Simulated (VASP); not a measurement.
# CuO (base) in VASP: relaxation of shape and atoms at fixed volume with PBE

Aim: the relaxation of shape and atoms at fixed volume of CuO (base) with PBE.

All numbers are computed with VASP 6.6.1; they aren't measurements. Logs are shortened: lines on timing, memory, paths and dates and some standing lists are left out, and cuts for length are marked.

## 1. The cell of the first run

The typed cell holds 4 atoms: a = 3.017 Å, b = 3.017 Å, c = 5.216 Å, α = 90.00°, β = 90.00°, γ = 89.98°.

## 2. Relaxation of shape and atoms at fixed volume, PBE (volume scaled by 1.06)

Input file INCAR:

```
SYSTEM = CuO
PREC     = Accurate       ! precision mode
ENCUT    = 600            ! plane-wave cutoff, eV
EDIFF    = 1E-7           ! SCF threshold, eV
ISMEAR   = 0              ! smearing method
SIGMA    = 0.1            ! smearing width, eV
LREAL    = .FALSE.        ! projectors in reciprocal space
LASPH    = .TRUE.         ! aspherical terms in the spheres
NELM     = 120            ! most SCF steps
ALGO     = Normal         ! electronic algorithm
ISIF     = 4              ! what is computed and relaxed
LWAVE    = .FALSE.        ! write WAVECAR
LCHARG   = .FALSE.        ! write CHGCAR
GGA      = PE             ! functional
IBRION   = 2              ! ionic algorithm
NSW      = 50             ! ionic steps
EDIFFG   = -0.01          ! ionic threshold
GGA_COMPAT= .FALSE.      
NELMIN   = 4
```

Input file KPOINTS:

```
Automatic mesh
0
G
  14 14 8
  0 0 0
```

Input file POSCAR:

```
CuO
1.0
    2.1272985299     -2.1330183347      0.1667295887
    2.1272978008      2.1330106447      0.1667303576
   -0.4078446118      0.0000040266      5.1997993910
Cu O
2 2
Direct
    0.0000000000      0.5000000000      0.0000000000
    0.5000000000      0.0000000000      0.5000000000
    0.5000149474      0.4999855631      0.2500001034
    0.4999850526      0.5000144369      0.7499998966
```

Potentials or basis: VASP PAW PBE potentials, release 64 (Cu, O).

Launch:

```console
$ cat potpaw_PBE.64/Cu/POTCAR potpaw_PBE.64/O/POTCAR > POTCAR
$ mpirun -np 1 vasp_std > vasp.out
```

OUTCAR:

```text
SYSTEM = CuO
   PREC = Accurate
   ENCUT = 600
   EDIFF = 1E-7
   ISMEAR = 0
   LREAL = .FALSE.
   LASPH = .TRUE.
   NELM = 120
   ISIF = 4
   GGA = PE
   IBRION = 2
   NSW = 50
   EDIFFG = -0.01
   NELMIN = 4

 ion  position               nearest neighbor table
   1  0.000  0.500  0.000-   3 1.99   4 1.99   4 1.99   3 1.99
   2  0.500  0.000  0.500-   4 1.99   3 1.99   4 1.99   3 1.99
   3  0.500  0.500  0.250-   2 1.99   1 1.99   2 1.99   1 1.99
   4  0.500  0.500  0.750-   2 1.99   1 1.99   2 1.99   1 1.99

  LATTYP: Found a base centered monoclinic cell.
 ALAT       =     4.2676440190
 B/A-ratio  =     0.9996215618
 C/A-ratio  =     1.2221660065
 COS(beta)  =    -0.0000579254

  Lattice vectors:

 A1 = (   2.1272985299,  -2.1330183347,   0.1667295887)
 A2 = (   2.1272978008,   2.1330106447,   0.1667303576)
 A3 = (  -0.4078446118,   0.0000040266,   5.1997993910)

Analysis of symmetry for initial positions (statically):
=====================================================================
 Subroutine PRICEL returns:
 Original cell was already a primitive cell.

 Routine SETGRP: Setting up the symmetry group for a
 base centered monoclinic supercell.

 Subroutine GETGRP returns: Found  4 space group operations
 (whereof  2 operations were pure point group operations)
 out of a pool of  4 trial point group operations.

The static configuration has the point symmetry S_2 .
 The point group associated with its full space group is C_2h.

Analysis of symmetry for dynamics (positions and initial velocities):
=====================================================================
 Subroutine PRICEL returns:
 Original cell was already a primitive cell.

 Routine SETGRP: Setting up the symmetry group for a
 base centered monoclinic supercell.

 Subroutine GETGRP returns: Found  4 space group operations
 (whereof  2 operations were pure point group operations)
 out of a pool of  4 trial point group operations.

The dynamic configuration has the point symmetry S_2 .
 The point group associated with its full space group is C_2h.

 Subroutine INISYM returns: Found  4 space group operations
 (whereof  2 operations are pure point group operations),
 and found     1 'primitive' translations

----------------------------------------------------------------------------------------

                                     Primitive cell

  volume of cell :      47.4789

  direct lattice vectors                    reciprocal lattice vectors
     2.127298530 -2.133018335  0.166729589     0.233603426 -0.234409998  0.018322792
     2.127297801  2.133010645  0.166730358     0.233604297  0.234410071  0.018322497
    -0.407844612  0.000004027  5.199799391    -0.014980872 -0.000000037  0.191140092

  length of vectors
     3.017112031  3.017106123  5.215769448     0.331442804  0.331443453  0.191726266

  position of ions in fractional coordinates (direct lattice)
     0.000000000  0.500000000  1.000000000
     0.500000000  0.000000000  0.500000000
     0.500014947  0.499985563  0.250000103
     0.499985053  0.500014437  0.749999897

  ion indices of the primitive-cell ions
   primitive index   ion index
                 1           1
                 2           2
                 3           3
                 4           4

----------------------------------------------------------------------------------------

 KPOINTS: Automatic mesh

Automatic generation of k-mesh.
 Grid dimensions read from file:
 generate k-points for:   14   14    8

 Generating k-lattice:

  Cartesian coordinates                     Fractional coordinates (reciprocal lattice)
     0.016685959 -0.016743571  0.001308771     0.071428571 -0.000000000  0.000000000
     0.016686021  0.016743577  0.001308750     0.000000000  0.071428571  0.000000000
    -0.001872609 -0.000000005  0.023892511     0.000000000 -0.000000000  0.125000000

  Length of vectors
     0.023674486  0.023674532  0.023965783

  Shift w.r.t. Gamma in fractional coordinates (k-lattice)
     0.000000000  0.000000000  0.000000000

 Subroutine IBZKPT returns following result:
 ===========================================

 Found    429 irreducible k-points:

 Following reciprocal coordinates:
            Coordinates               Weight
  0.000000  0.000000  0.000000      1.000000
  0.071429 -0.000000  0.000000      4.000000
  0.142857 -0.000000  0.000000      4.000000
  0.214286  0.000000 -0.000000      4.000000
  0.285714  0.000000  0.000000      4.000000
  0.357143  0.000000  0.000000      4.000000
[... 16 lines left out ...]
  0.214286  0.142857  0.000000      4.000000
  0.285714  0.142857  0.000000      4.000000
 [... further k-points ...]
   k-points           NKPTS =    429   k-points in BZ     NKDIM =    429   number of bands    NBANDS=     21
   number of dos      NEDOS =    301   number of ions     NIONS =      4
   total plane-waves  NPLWV =  24192
   dimension x,y,z NGX =    24 NGY =   24 NGZ =   42
   dimension x,y,z NGXF=    48 NGYF=   48 NGZF=   84
   ions per type =               2   2
   NGX,Y,Z   is equivalent  to a cutoff of  13.22, 13.22, 13.39 a.u.
   NGXF,Y,Z  is equivalent  to a cutoff of  26.45, 26.45, 26.77 a.u.
 SYSTEM =  CuO
   PREC   = accura    normal or accurate (medium, high low for compatibility)
   ISTART =      0    job   : 0-new  1-cont  2-samecut
   ICHARG =      2    charge: 1-file 2-atom 10-const
   ISPIN  =      1    spin polarized calculation?
   LNONCOLLINEAR =      F non collinear calculations
   LSORBIT =      F    spin-orbit coupling
   LASPH  =      T    aspherical Exc in radial PAW
   ENCUT  =  600.0 eV  44.10 Ry    6.64 a.u.   6.03  6.03 10.42*2*pi/ulx,y,z
   NELM   =    120;   NELMIN=  4; NELMDL= -5     # of ELM steps
   EDIFF  = 0.1E-06   stopping-criterion for ELM
   LREAL  =      F    real-space projection
   EDIFFG = -.1E-01   stopping-criterion for IOM
   NSW    =     50    number of steps for IOM
   IBRION =      2    ionic relax: 0-MD 1-quasi-New 2-CG
   NFREE  =      1    steps in history (QN), initial steepest desc. (CG)
   ISIF   =      4    stress and relaxation
   ISYM   =      2    0-nonsym 1-usesym 2-fastsym
   POTIM  = 0.5000    time-step for ionic-motion
   TEBEG  =    0.0;   TEEND  =   0.0 temperature during run
   PSTRESS=    0.0 pullay stress
   NELECT =      34.0000    total number of electrons
   NUPDOWN=      -1.0000    fix difference up-down
   EMIN   =  10.00;   EMAX   =-10.00  energy-range for DOS
   EFERMI =   0.00;   METHOD = LEGACY
   ISMEAR =     0;   SIGMA  =   0.10  broadening in eV -4-tet -1-fermi 0-gaus
   EFERMI_NEDOS =   21; number of points for ismear=-14 and -15
   IALGO  =     38    algorithm
   IMIX   =      4    mixing-type and parameters
     AMIX     =   0.40;   BMIX     =  1.00
     AMIX_MAG =   1.60;   BMIX_MAG =  1.00
  volume/ion in A,a.u.               =      11.87        80.10
  Fermi-wavevector in a.u.,A,eV,Ry     =   1.464652  2.767790 29.187278  2.145204
  Thomas-Fermi vector in A             =   2.580602
   LORBIT       =      0    0 simple, 1 ext, 2 COOP (PROOUT), +10 PAW based schemes
   GGA     = PE    functional components
   LHFCALC =     F    Hartree Fock is set to
   AEXX    =    0.0000 exact exchange contribution
   IVDW    =     0    specifies the selected vdW correction
   LEPSILON=     F    determine dielectric tensor
   LRPA    =     F    only Hartree local field effects (RPA)
 conjugate gradient relaxation of ions
 non-spin polarized calculation
 Gauss-broadening in eV      SIGMA  =   0.10
  energy-cutoff  :      600.00
  volume of cell :       47.48
 maximum number of plane-waves:      1624
   NGX = 13   NGY = 13   NGZ = 21

--------------------------------------- Ionic step        1  -------------------------------------------

 number of electron      34.0000028 magnetization

 Free energy of the ion-electron system (eV)
  ---------------------------------------------------
  ext. energy  EPLUGINS =         0.00000000
  ---------------------------------------------------
  free energy    TOTEN  =       -19.68927570 eV

  energy without entropy =      -19.67647172  energy(sigma->0) =      -19.68287371

------------------------ aborting loop because EDIFF is reached ----------------------------------------

  FORCE on cell =-STRESS in cart. coord.  units (eV):
  Direction    XX          YY          ZZ          XY          YZ          ZX
  --------------------------------------------------------------------------------------
  -------------------------------------------------------------------------------------
  Total       -1.9389420     -1.9341775     -2.2763741      0.0000039     -0.0000018      0.0268795
  in kB      -65.4297144    -65.2689367    -76.8163807      0.0001332     -0.0000617      0.9070516
  external PRESSURE =     -69.1716773 kB  Pullay stress =       0.0000000 kB

 VOLUME and BASIS-vectors are now :
 -----------------------------------------------------------------------------
  energy-cutoff  :      600.00
  volume of cell :       47.48
      direct lattice vectors                 reciprocal lattice vectors
     2.127298530 -2.133018335  0.166729589     0.233603426 -0.234409998  0.018322792
     2.127297801  2.133010645  0.166730358     0.233604297  0.234410071  0.018322497
    -0.407844612  0.000004027  5.199799391    -0.014980872 -0.000000037  0.191140092
[... 39 lines left out ...]
 POSITION                                       TOTAL-FORCE (eV/Angst)
 -----------------------------------------------------------------------------------
      2.78860     -1.06800      5.43592         0.000000      0.000000      0.000000
      0.86175     -1.06800      2.67622         0.000000      0.000000      0.000000
      2.02853     -0.00006      1.46333        -0.000000      0.000064      0.000000
      1.82517      0.00006      4.05607         0.000000     -0.000064     -0.000000
 -----------------------------------------------------------------------------------
    total drift:                               -0.000000     -0.000000     -0.000000

  FREE ENERGIE OF THE ION-ELECTRON SYSTEM (eV)
  ---------------------------------------------------
  free  energy   TOTEN  =       -19.6899812597 eV

  energy  without entropy=      -19.6772794348  energy(sigma->0) =      -19.68363035

--------------------------------------- Ionic step        3  -------------------------------------------

 number of electron      34.0000021 magnetization

 Free energy of the ion-electron system (eV)
  ---------------------------------------------------
  ext. energy  EPLUGINS =         0.00000000
  ---------------------------------------------------
  free energy    TOTEN  =       -19.69019811 eV

  energy without entropy =      -19.67758902  energy(sigma->0) =      -19.68389357

 E-fermi :   4.0794     XC(G=0): -10.9322

 val. band max:        4.0781480190   @ k =  -0.1429  -0.0000   0.2500
 cond. band min:       4.0815564717   @ k =  -0.0714   0.1429   0.2500
 fundamental gap:      0.0034084528
 Fermi energy:         4.0794416259

 k-point     1 :       0.0000    0.0000    0.0000
  band No.  band energies     occupation
      1     -15.1861      2.00000
      2     -13.9798      2.00000
      3      -3.3959      2.00000
      4      -0.9566      2.00000
      5      -0.9559      2.00000
      6       0.6876      2.00000
[... 13 lines left out ...]
     20      10.0721      0.00000
     21      11.1176      0.00000
[... 529 lines left out ...]
 k-point    24 :       0.2857    0.1429    0.0000
  band No.  band energies     occupation
      1     -14.8153      2.00000
      2     -13.8776      2.00000
      3      -2.6606      2.00000
      4      -1.4671      2.00000
      5      -1.0082      2.00000
      6      -0.8207      2.00000
[... 13 lines left out ...]
     20       9.5804      0.00000
     21      12.6961      0.00000

 [... further k-points ...]
[... 5 lines left out ...]
  --------------------------------------------------------------------------------------
  -------------------------------------------------------------------------------------
  Total       -1.9699351     -1.9675732     -1.9846674      0.0000037     -0.0000015      0.0013120
  in kB      -66.4755779    -66.3958743    -66.9727206      0.0001232     -0.0000490      0.0442739
  external PRESSURE =     -66.6147243 kB  Pullay stress =       0.0000000 kB

 VOLUME and BASIS-vectors are now :
 -----------------------------------------------------------------------------
  energy-cutoff  :      600.00
  volume of cell :       47.48
      direct lattice vectors                 reciprocal lattice vectors
     2.132660208 -2.138520581  0.167162593     0.233016120 -0.233806879  0.018275445
     2.132659852  2.138513231  0.167163184     0.233016947  0.233806913  0.018275167
    -0.405744224  0.000003789  5.173380552    -0.015058516 -0.000000028  0.192116177

 POSITION                                       TOTAL-FORCE (eV/Angst)
 -----------------------------------------------------------------------------------
      1.06633      1.06926      0.08358        -0.000000      0.000000     -0.000000
      0.86346     -1.06926      2.67027        -0.000000      0.000000      0.000000
      2.03123     -0.00006      1.46051        -0.000000      0.000072      0.000000
      1.82835      0.00006      4.04720         0.000000     -0.000072     -0.000000
 -----------------------------------------------------------------------------------
    total drift:                                0.000000      0.000000     -0.000000

  FREE ENERGIE OF THE ION-ELECTRON SYSTEM (eV)
  ---------------------------------------------------
  free  energy   TOTEN  =       -19.6901981138 eV

  energy  without entropy=      -19.6775890213  energy(sigma->0) =      -19.68389357

 reached required accuracy - stopping structural energy minimisation
```

It took 8.5 min on 1 thread of AMD EPYC 9R45 (Zen 5), shared host; peak memory 0.51 GiB.

Results:

- Free energy: -19.6902 eV
- Energy gained by relaxing: 0.2 meV/atom
- Ionic steps: 3
- Pressure after relaxing: -6.7 GPa
- Band gap on the k mesh: zero (band 17 reaches 4.72 eV, above the bottom of band 18 at 3.53 eV)

Step by step:
```
step  energy change (eV)  largest force (eV/Å)  pressure (GPa)  volume (Å³)
   1              0.0000                0.0000           -6.92        47.48
   2             -0.0007                0.0001           -6.77        47.48
   3             -0.0009                0.0001           -6.66        47.48
```

Final structure:
```xyz
4
Lattice="2.1327 -2.1385 0.1672 2.1327 2.1385 0.1672 -0.4057 0.0000 5.1734" Properties=species:S:1:pos:R:3 pbc="T T T"
Cu    1.0663    1.0693    0.0836
Cu    0.8635   -1.0693    2.6703
O     2.0312   -0.0001    1.4605
O     1.8284    0.0001    4.0472
```

Caveat: the cell differs from its parent crystal (volume scaled by 1.06); semilocal functionals often make such compounds metallic where correlation or magnetic order opens a gap, which also shifts bond lengths.
